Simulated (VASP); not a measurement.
# HfN (Fm-3m) in VASP: single point with PBE

Aim: the single point of HfN with PBE.

Everything below comes from runs of VASP 6.6.1. Logs are shortened: lines on timing, memory, paths and dates and some standing lists are left out, and cuts for length are marked.

**1. The cell of the first run**

It takes space group Fm-3m (No. 225, cubic). The conventional cell has a = 4.518 Å, b = 4.518 Å, c = 4.518 Å, α = 90.00°, β = 90.00°, γ = 90.00°. Within 3.0 Å of Hf (site symmetry m-3m) lie 6 N at 2.26 Å. N (site symmetry m-3m) has 6 Hf at 2.26 Å within 3.0 Å.

**2. Single point, PBE**

INCAR reads:

```
  ALGO = Normal
  EDIFF = 1E-7
  ENCUT = 520
  GGA = PE
  ISIF = 2
  ISMEAR = 0
  LASPH = True
  LCHARG = False
  LREAL = False
  LWAVE = False
  NBANDS = 14
  NELM = 80
  PREC = Accurate
  SIGMA = 0.1
```

KPOINTS reads:

```
k-points
0
Gamma
  8 8 8
```

POSCAR reads:

```
HfN
1.0
    0.0000000000      2.2590000000      2.2590000000
    2.2590000000      0.0000000000      2.2590000000
    2.2590000000      2.2590000000      0.0000000000
Hf N
1 1
Direct
    0.0000000000      0.0000000000      0.0000000000
    0.5000000000      0.5000000000      0.5000000000
```

Potentials or basis: VASP PAW PBE potentials, release 64 (Hf_pv, N).

The run is started by

```sh
$ cat potpaw_PBE.64/Hf_pv/POTCAR potpaw_PBE.64/N/POTCAR > POTCAR
$ mpirun -np 1 vasp_std > vasp.out
```

OUTCAR:

```text
EDIFF = 1E-7
   ENCUT = 520
   GGA = PE
   ISIF = 2
   ISMEAR = 0
   LASPH = True
   LREAL = False
   NELM = 80
   PREC = Accurate

 ion  position               nearest neighbor table
   1  0.000  0.000  0.000-   2 2.26   2 2.26   2 2.26   2 2.26   2 2.26   2 2.26
   2  0.500  0.500  0.500-   1 2.26   1 2.26   1 2.26   1 2.26   1 2.26   1 2.26

  LATTYP: Found a face centered cubic cell.
 ALAT       =     4.5180000000

  Lattice vectors:

 A1 = (   0.0000000000,   2.2590000000,   2.2590000000)
 A2 = (   2.2590000000,   0.0000000000,   2.2590000000)
 A3 = (   2.2590000000,   2.2590000000,   0.0000000000)

Analysis of symmetry for initial positions (statically):
=====================================================================
 Subroutine PRICEL returns:
 Original cell was already a primitive cell.

 Routine SETGRP: Setting up the symmetry group for a
 face centered cubic supercell.

 Subroutine GETGRP returns: Found 48 space group operations
 (whereof 48 operations were pure point group operations)
 out of a pool of 48 trial point group operations.

The static configuration has the point symmetry O_h .

Analysis of symmetry for dynamics (positions and initial velocities):
=====================================================================
 Subroutine PRICEL returns:
 Original cell was already a primitive cell.

 Routine SETGRP: Setting up the symmetry group for a
 face centered cubic supercell.

 Subroutine GETGRP returns: Found 48 space group operations
 (whereof 48 operations were pure point group operations)
 out of a pool of 48 trial point group operations.

The dynamic configuration has the point symmetry O_h .

 Subroutine INISYM returns: Found 48 space group operations
 (whereof 48 operations are pure point group operations),
 and found     1 'primitive' translations

----------------------------------------------------------------------------------------

                                     Primitive cell

  volume of cell :      23.0557

  direct lattice vectors                    reciprocal lattice vectors
     0.000000000  2.259000000  2.259000000    -0.221336875  0.221336875  0.221336875
     2.259000000  0.000000000  2.259000000     0.221336875 -0.221336875  0.221336875
     2.259000000  2.259000000  0.000000000     0.221336875  0.221336875 -0.221336875

  length of vectors
     3.194708437  3.194708437  3.194708437     0.383366713  0.383366713  0.383366713

  position of ions in fractional coordinates (direct lattice)
     0.000000000  0.000000000  0.000000000
[... 83 lines left out ...]
   NFREE  =      0    steps in history (QN), initial steepest desc. (CG)
   ISIF   =      2    stress and relaxation
   ISYM   =      2    0-nonsym 1-usesym 2-fastsym
   POTIM  = 0.5000    time-step for ionic-motion
   TEBEG  =    0.0;   TEEND  =   0.0 temperature during run
   PSTRESS=    0.0 pullay stress
   NELECT =      15.0000    total number of electrons
   NUPDOWN=      -1.0000    fix difference up-down
   EMIN   =  10.00;   EMAX   =-10.00  energy-range for DOS
   EFERMI =   0.00;   METHOD = LEGACY
   ISMEAR =     0;   SIGMA  =   0.10  broadening in eV -4-tet -1-fermi 0-gaus
   EFERMI_NEDOS =   21; number of points for ismear=-14 and -15
   IALGO  =     38    algorithm
   IMIX   =      4    mixing-type and parameters
     AMIX     =   0.40;   BMIX     =  1.00
     AMIX_MAG =   1.60;   BMIX_MAG =  1.00
  volume/ion in A,a.u.               =      11.53        77.79
  Fermi-wavevector in a.u.,A,eV,Ry     =   1.418553  2.680677 27.378918  2.012294
  Thomas-Fermi vector in A             =   2.539667
   LORBIT       =      0    0 simple, 1 ext, 2 COOP (PROOUT), +10 PAW based schemes
   GGA     = PE    functional components
   LHFCALC =     F    Hartree Fock is set to
   AEXX    =    0.0000 exact exchange contribution
   IVDW    =     0    specifies the selected vdW correction
   LEPSILON=     F    determine dielectric tensor
   LRPA    =     F    only Hartree local field effects (RPA)
 non-spin polarized calculation
 Gauss-broadening in eV      SIGMA  =   0.10
  energy-cutoff  :      520.00
  volume of cell :       23.06
 maximum number of plane-waves:       636
   NGX = 11   NGY = 11   NGZ = 11

 number of electron      15.0000000 magnetization

 Free energy of the ion-electron system (eV)
  ---------------------------------------------------
  ext. energy  EPLUGINS =         0.00000000
  ---------------------------------------------------
  free energy    TOTEN  =       -21.74144133 eV

  energy without entropy =      -21.73746687  energy(sigma->0) =      -21.73945410

 E-fermi :   8.3787     XC(G=0): -12.7330

 val. band max:        8.3402907633   @ k =   0.1250   0.0000   0.0000
 cond. band min:       8.3893754042   @ k =   0.3750   0.1250   0.0000
 fundamental gap:      0.0490846409
 Fermi energy:         8.3786841805

 k-point     1 :       0.0000    0.0000    0.0000
  band No.  band energies     occupation
      1     -22.7783      2.00000
      2     -22.7783      2.00000
      3     -22.7783      2.00000
      4      -9.1173      2.00000
      5       5.3673      2.00000
      6       5.3673      2.00000
      7       5.3673      2.00000
      8       8.0353      2.00000
      9       8.0353      2.00000
     10       8.0353      2.00000
     11      10.1847      0.00000
     12      10.3494      0.00000
     13      10.3494      0.00000
     14      17.9458      0.00000
[... 377 lines left out ...]
      1     -23.5808      2.00000
      2     -23.1032      2.00000
      3     -22.9459      2.00000
      4      -6.9274      2.00000
      5       0.6568      2.00000
      6       2.6259      2.00000
      7       2.6938      2.00000
      8      10.0242      0.00000
      9      10.4485      0.00000
     10      12.7439      0.00000
     11      14.7318      0.00000
     12      16.1527      0.00000
     13      17.7649      0.00000
     14      19.0831      0.00000

 [... further k-points ...]
[... 5 lines left out ...]
  --------------------------------------------------------------------------------------
  -------------------------------------------------------------------------------------
  Total        0.4685796      0.4685796      0.4685796      0.0000000     -0.0000000     -0.0000000
  in kB       32.5623145     32.5623145     32.5623145      0.0000000     -0.0000000     -0.0000000
  external PRESSURE =      32.5623145 kB  Pullay stress =       0.0000000 kB

 VOLUME and BASIS-vectors are now :
 -----------------------------------------------------------------------------
  energy-cutoff  :      520.00
  volume of cell :       23.06
      direct lattice vectors                 reciprocal lattice vectors
     0.000000000  2.259000000  2.259000000    -0.221336875  0.221336875  0.221336875
     2.259000000  0.000000000  2.259000000     0.221336875 -0.221336875  0.221336875
     2.259000000  2.259000000  0.000000000     0.221336875  0.221336875 -0.221336875

 POSITION                                       TOTAL-FORCE (eV/Angst)
 -----------------------------------------------------------------------------------
      0.00000      0.00000      0.00000        -0.000000     -0.000000     -0.000000
      2.25900      2.25900      2.25900         0.000000      0.000000      0.000000
 -----------------------------------------------------------------------------------
    total drift:                                0.000000     -0.000000     -0.000000

  FREE ENERGIE OF THE ION-ELECTRON SYSTEM (eV)
  ---------------------------------------------------
  free  energy   TOTEN  =       -21.7414413282 eV

  energy  without entropy=      -21.7374668720  energy(sigma->0) =      -21.73945410
```

stdout:

```text
POSCAR found type information on POSCAR HfN
 POSCAR found :  2 types and       2 ions
 scaLAPACK will be used
 LDA part: xc-table for (Slater+PW92), standard interpolation
 POSCAR, INCAR and KPOINTS ok, starting setup
 FFT: planning ... GRIDC
 FFT: planning ... GRID_SOFT
 FFT: planning ... GRID
 WAVECAR not read
 entering main loop
```

Wall time 9 s (1 thread of Intel Xeon Platinum 8259CL at 2.50GHz (Skylake/Cascade Lake), shared host); peak memory 0.14 GiB.

Results:

```yaml
Free_energy: -21.7414 eV
Pressure: 3.3 GPa
```

Caveat: spin-orbit coupling is left out, which moves the levels of the heavy elements.
